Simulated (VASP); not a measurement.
# ScAl3As4 (P-43m) in VASP: notebook, part 4 of 4

VASP 6.6.1. Earlier steps stand in the parts before.

### 6 Relaxation of cell and atoms, PBE

This run uses another cell than the first one, of 20.95 Å³/atom.

Contents of INCAR:

```
PREC     = Accurate       # precision mode
ENCUT    = 500            # plane-wave cutoff, eV
EDIFF    = 1E-7           # SCF threshold, eV
ISMEAR   = 0              # smearing method
SIGMA    = 0.2            # smearing width, eV
LREAL    = False          # projectors in reciprocal space
LASPH    = True           # aspherical terms in the spheres
NELM     = 120            # most SCF steps
ALGO     = Normal         # electronic algorithm
ISIF     = 3              # what is computed and relaxed
LWAVE    = False          # write WAVECAR
LCHARG   = False          # write CHGCAR
GGA      = PE             # functional
IBRION   = 2              # ionic algorithm
NSW      = 36             # ionic steps
EDIFFG   = -0.08          # ionic threshold
GGA_COMPAT= False        
NELMIN   = 4
```

Contents of KPOINTS:

```
Automatic mesh
0
Gamma
  3 3 3
```

Contents of POSCAR:

```
ScAl3As4
1.0
    5.5134521200      0.0000000000      0.0000000000
    0.0000000000      5.5134521200      0.0000000000
    0.0000000000      0.0000000000      5.5134521200
Sc Al As
1 3 4
Direct
    0.5000000000      0.5000000000      0.5000000000
    0.0000000000      0.5000000000      0.5000000000
    0.5000000000      0.0000000000      0.5000000000
    0.5000000000      0.5000000000      0.0000000000
    0.2554000000      0.2554000000      0.2554000000
    0.2554000000      0.7446000000      0.7446000000
    0.7446000000      0.7446000000      0.2554000000
    0.7446000000      0.2554000000      0.7446000000
```

Potentials or basis: VASP PAW PBE potentials, release 64 (Sc_sv, Al, As).

On the command line:

```sh
cat potpaw_PBE.64/Sc_sv/POTCAR potpaw_PBE.64/Al/POTCAR potpaw_PBE.64/As/POTCAR > POTCAR
mpirun -np 1 vasp_std > vasp.out
```

OUTCAR:

```text
PREC = Accurate
   ENCUT = 500
   EDIFF = 1E-7
   ISMEAR = 0
   LREAL = False
   LASPH = True
   NELM = 120
   ISIF = 3
   GGA = PE
   IBRION = 2
   NSW = 36
   EDIFFG = -0.08
   NELMIN = 4

 ion  position               nearest neighbor table
   1  0.500  0.500  0.500-   5 2.34   6 2.34   7 2.34   8 2.34   3 2.76   4 2.76   2 2.76   4 2.76
                             3 2.76   2 2.76
   2  0.000  0.500  0.500-   5 2.37   6 2.37   7 2.37   8 2.37   1 2.76   1 2.76
   3  0.500  0.000  0.500-   5 2.37   6 2.37   7 2.37   8 2.37   1 2.76   1 2.76
   4  0.500  0.500  0.000-   5 2.37   6 2.37   7 2.37   8 2.37   1 2.76   1 2.76
   5  0.255  0.255  0.255-   1 2.34   2 2.37   3 2.37   4 2.37
   6  0.255  0.745  0.745-   1 2.34   2 2.37   3 2.37   4 2.37
   7  0.745  0.745  0.255-   1 2.34   2 2.37   3 2.37   4 2.37
   8  0.745  0.255  0.745-   1 2.34   2 2.37   3 2.37   4 2.37

  LATTYP: Found a simple cubic cell.
 ALAT       =     5.5134521200

  Lattice vectors:

 A1 = (   5.5134521200,   0.0000000000,   0.0000000000)
 A2 = (   0.0000000000,   5.5134521200,   0.0000000000)
 A3 = (   0.0000000000,   0.0000000000,   5.5134521200)

Analysis of symmetry for initial positions (statically):
=====================================================================
 Subroutine PRICEL returns:
 Original cell was already a primitive cell.

 Routine SETGRP: Setting up the symmetry group for a
 simple cubic supercell.

 Subroutine GETGRP returns: Found 24 space group operations
 (whereof 24 operations were pure point group operations)
 out of a pool of 48 trial point group operations.

The static configuration has the point symmetry T_d .

Analysis of symmetry for dynamics (positions and initial velocities):
=====================================================================
 Subroutine PRICEL returns:
 Original cell was already a primitive cell.

 Routine SETGRP: Setting up the symmetry group for a
 simple cubic supercell.

 Subroutine GETGRP returns: Found 24 space group operations
 (whereof 24 operations were pure point group operations)
 out of a pool of 48 trial point group operations.

The dynamic configuration has the point symmetry T_d .

 Subroutine INISYM returns: Found 24 space group operations
 (whereof 24 operations are pure point group operations),
 and found     1 'primitive' translations
[... 92 lines left out ...]
   ISIF   =      3    stress and relaxation
   ISYM   =      2    0-nonsym 1-usesym 2-fastsym
   POTIM  = 0.5000    time-step for ionic-motion
   TEBEG  =    0.0;   TEEND  =   0.0 temperature during run
   PSTRESS=    0.0 pullay stress
   NELECT =      40.0000    total number of electrons
   NUPDOWN=      -1.0000    fix difference up-down
   EMIN   =  10.00;   EMAX   =-10.00  energy-range for DOS
   EFERMI =   0.00;   METHOD = LEGACY
   ISMEAR =     0;   SIGMA  =   0.20  broadening in eV -4-tet -1-fermi 0-gaus
   EFERMI_NEDOS =   21; number of points for ismear=-14 and -15
   IALGO  =     38    algorithm
   IMIX   =      4    mixing-type and parameters
     AMIX     =   0.40;   BMIX     =  1.00
     AMIX_MAG =   1.60;   BMIX_MAG =  1.00
  volume/ion in A,a.u.               =      20.95       141.38
  Fermi-wavevector in a.u.,A,eV,Ry     =   1.015480  1.918978 14.030313  1.031199
  Thomas-Fermi vector in A             =   2.148768
   LORBIT       =      0    0 simple, 1 ext, 2 COOP (PROOUT), +10 PAW based schemes
   GGA     = PE    functional components
   LHFCALC =     F    Hartree Fock is set to
   AEXX    =    0.0000 exact exchange contribution
   IVDW    =     0    specifies the selected vdW correction
   LEPSILON=     F    determine dielectric tensor
   LRPA    =     F    only Hartree local field effects (RPA)
 conjugate gradient relaxation of ions
 non-spin polarized calculation
 Gauss-broadening in eV      SIGMA  =   0.20
  energy-cutoff  :      500.00
  volume of cell :      167.60
 maximum number of plane-waves:      4337
   NGX = 21   NGY = 21   NGZ = 21

--------------------------------------- Ionic step        1  -------------------------------------------

 number of electron      40.0000004 magnetization

 Free energy of the ion-electron system (eV)
  ---------------------------------------------------
  ext. energy  EPLUGINS =         0.00000000
  ---------------------------------------------------
  free energy    TOTEN  =       -36.44704478 eV

  energy without entropy =      -36.44704478  energy(sigma->0) =      -36.44704478

 E-fermi :   4.8093     XC(G=0):  -9.3793

 val. band max:        3.8403275867   @ k =   0.3333   0.3333   0.0000
 cond. band min:       5.7671392156   @ k =   0.0000   0.0000   0.0000
 fundamental gap:      1.9268116289
 Fermi energy:         4.8092700123

 k-point     1 :       0.0000    0.0000    0.0000
  band No.  band energies     occupation
      1     -43.1716      2.00000
      2     -22.1361      2.00000
      3     -22.1361      2.00000
      4     -22.1361      2.00000
      5      -8.0723      2.00000
      6      -5.8017      2.00000
[... 352 lines left out ...]
--------------------------------------- Ionic step        7  -------------------------------------------

 number of electron      39.9999990 magnetization

 Free energy of the ion-electron system (eV)
  ---------------------------------------------------
  ext. energy  EPLUGINS =         0.00000000
  ---------------------------------------------------
  free energy    TOTEN  =       -39.60933117 eV

  energy without entropy =      -39.60933114  energy(sigma->0) =      -39.60933115

 E-fermi :   3.3626     XC(G=0):  -8.7622

 val. band max:        2.5910736509   @ k =   0.3333   0.3333   0.0000
 cond. band min:       4.0980691133   @ k =   0.0000   0.0000   0.0000
 fundamental gap:      1.5069954624
 Fermi energy:         3.3625833868

 k-point     1 :       0.0000    0.0000    0.0000
  band No.  band energies     occupation
      1     -45.6249      2.00000
      2     -24.3493      2.00000
      3     -24.3493      2.00000
      4     -24.3493      2.00000
      5      -8.2975      2.00000
      6      -6.6861      2.00000
[... 136 lines left out ...]
  FREE ENERGIE OF THE ION-ELECTRON SYSTEM (eV)
  ---------------------------------------------------
  free  energy   TOTEN  =       -39.6093311702 eV

  energy  without entropy=      -39.6093311359  energy(sigma->0) =      -39.60933115

 reached required accuracy - stopping structural energy minimisation
```

OSZICAR:

```text
N       E                     dE             d eps       ncg     rms          rms(c)
DAV:   1     0.342403197132E+03    0.34240E+03   -0.16587E+04   200   0.136E+03
DAV:   2     0.620400755547E+01   -0.33620E+03   -0.33136E+03   208   0.363E+02
DAV:   3    -0.365483084735E+02   -0.42752E+02   -0.40960E+02   296   0.110E+02
[... 100 lines left out ...]
DAV:   7    -0.396093317513E+02   -0.69755E-06   -0.12065E-05   252   0.197E-02    0.783E-03
DAV:   8    -0.396093315224E+02    0.22894E-06   -0.13584E-06   294   0.825E-03    0.137E-03
DAV:   9    -0.396093313473E+02    0.17507E-06   -0.79193E-08   122   0.231E-03    0.723E-04
DAV:  10    -0.396093311412E+02    0.20611E-06   -0.65836E-08   130   0.213E-03    0.751E-04
DAV:  11    -0.396093311702E+02   -0.28967E-07   -0.16045E-08   114   0.170E-03
   7 F= -.39609331E+02 E0= -.39609331E+02  d E =-.183553E-01
```

CONTCAR:

```text
ScAl3As4
   1.00000000000000
     5.8545675358622562    0.0000000000000000   -0.0000000000000000
     0.0000000000000000    5.8545675358622562    0.0000000000000000
     0.0000000000000000    0.0000000000000000    5.8545675358622562
  Sc              Al              As
     1     3     4
Direct
     0.5000000000000000    0.5000000000000000    0.5000000000000000
     0.0000000000000000    0.5000000000000000    0.5000000000000000
     0.5000000000000000    0.0000000000000000    0.5000000000000000
     0.5000000000000000    0.5000000000000000    0.0000000000000000
     0.2400726344901478    0.2400726344901478    0.2400726344901478
     0.2400726344901478    0.7599273655098522    0.7599273655098522
     0.7599273655098522    0.7599273655098522    0.2400726344901478
     0.7599273655098522    0.2400726344901478    0.7599273655098522

  0.00000000E+00  0.00000000E+00  0.00000000E+00
  0.00000000E+00  0.00000000E+00  0.00000000E+00
  0.00000000E+00  0.00000000E+00  0.00000000E+00
  0.00000000E+00  0.00000000E+00  0.00000000E+00
  0.00000000E+00  0.00000000E+00  0.00000000E+00
  0.00000000E+00  0.00000000E+00  0.00000000E+00
  0.00000000E+00  0.00000000E+00  0.00000000E+00
  0.00000000E+00  0.00000000E+00  0.00000000E+00
```

Run time: 81 s. Hardware: 1 thread of Intel Xeon 6975P-C (Granite Rapids), shared host; peak memory 0.25 GiB.

Results:

* Free energy: -39.6093 eV
* Relaxed volume: 25.08 Å³/atom
* Relaxed cell: a = 5.855 Å, b = 5.855 Å, c = 5.855 Å, α = 90.00°, β = 90.00°, γ = 90.00°
* Space group after relaxing (to 0.1 Å): P-43m (No. 215)
* Energy gained by relaxing: 395.3 meV/atom
* Ionic steps: 7
* Pressure after relaxing: 0.3 GPa
* Largest force after relaxing: 0.056 eV/Å
* Band gap on the k mesh: 1.51 eV (least direct gap 1.62 eV)

Forces in eV/Å, atoms in the order of the input:
```
Sc   0.000  0.000  0.000
Al   0.000  0.000  0.000
Al   0.000  0.000  0.000
Al   0.000  0.000  0.000
As  -0.032 -0.032 -0.032
As  -0.032  0.032  0.032
As   0.032  0.032 -0.032
As   0.032 -0.032  0.032
```

The path:
```csv
step,energy change (eV),largest force (eV/Å),pressure (GPa),volume (Å³)
1,0.0000,4.3064,22.95,167.60
2,-1.2577,1.6560,-8.68,251.43
3,-3.1397,0.0844,-0.89,207.52
4,-3.1437,0.1626,-0.49,206.25
5,-3.1439,0.2148,-0.22,205.42
6,-3.1519,0.1748,-0.11,204.23
7,-3.1623,0.0562,0.25,200.67
```

Final structure:
```yaml
crystal:
  lattice:
    - [5.85457, 0.00000, 0.00000]
    - [0.00000, 5.85457, 0.00000]
    - [0.00000, 0.00000, 5.85457]
  atoms:
    - { symbol: Sc, position: [0.50000, 0.50000, 0.50000] }
    - { symbol: Al, position: [0.00000, 0.50000, 0.50000] }
    - { symbol: Al, position: [0.50000, 0.00000, 0.50000] }
    - { symbol: Al, position: [0.50000, 0.50000, 0.00000] }
    - { symbol: As, position: [0.24007, 0.24007, 0.24007] }
    - { symbol: As, position: [0.24007, 0.75993, 0.75993] }
    - { symbol: As, position: [0.75993, 0.75993, 0.24007] }
    - { symbol: As, position: [0.75993, 0.24007, 0.75993] }
```

Levels at points of the mesh, in eV from the valence-band top:
```csv
k point,band 18,band 19,band 20,band 21,band 22,band 23
"(0.00, 0.00, 0.00)",-0.12,-0.12,-0.12,1.51,1.51,1.51
```

Caveat: the volume moved by over 15 % at a fixed basis, so the end points are rough; an odd mesh through Γ misses points on the zone boundary, where band edges can lie; the relaxation stopped at a loose force limit of 0.08 eV/Å, so its end isn't a converged minimum.

### 7 Summary

| task | cell | gap on the mesh (eV) | pressure (GPa) | relaxed volume (Å³/atom) | largest force (eV/Å) |
| --- | --- | --- | --- | --- | --- |
| single point | a = 5.820 Å, 8 atoms, atomic positions A | 1.66 | 0.7 | - | - |
| single point | a = 5.879 Å, 8 atoms, atomic positions B | 1.51 | -0.4 | - | 0.04 |
| single point | a = 5.844 Å, 8 atoms, atomic positions C | 1.48 | 0.3 | - | 0.01 |
| relaxation of cell and atoms | relaxed from a = 5.350 Å, 8 atoms, atomic positions D | 1.66 | 0.2 | 24.83 | - |
| relaxation of cell and atoms | relaxed from a = 5.513 Å, 8 atoms, atomic positions E | 1.51 | 0.3 | 25.08 | 0.06 |

Alike in all rows: level PBE; potentials or basis VASP PAW PBE potentials, release 64 (Sc_sv, Al, As); no spin polarisation; k mesh 3 × 3 × 3; cutoff (eV) 500; smearing gaussian 0.2 eV.

Caveats: an odd mesh through Γ misses points on the zone boundary, where band edges can lie; the volume moved by over 15 % at a fixed basis, so the end points are rough (at least some runs); the relaxation stopped at a loose force limit of 0.08 eV/Å, so its end isn't a converged minimum (at least some runs).

Total energies depend on the potentials used, so only differences within one code and one set of settings carry meaning.
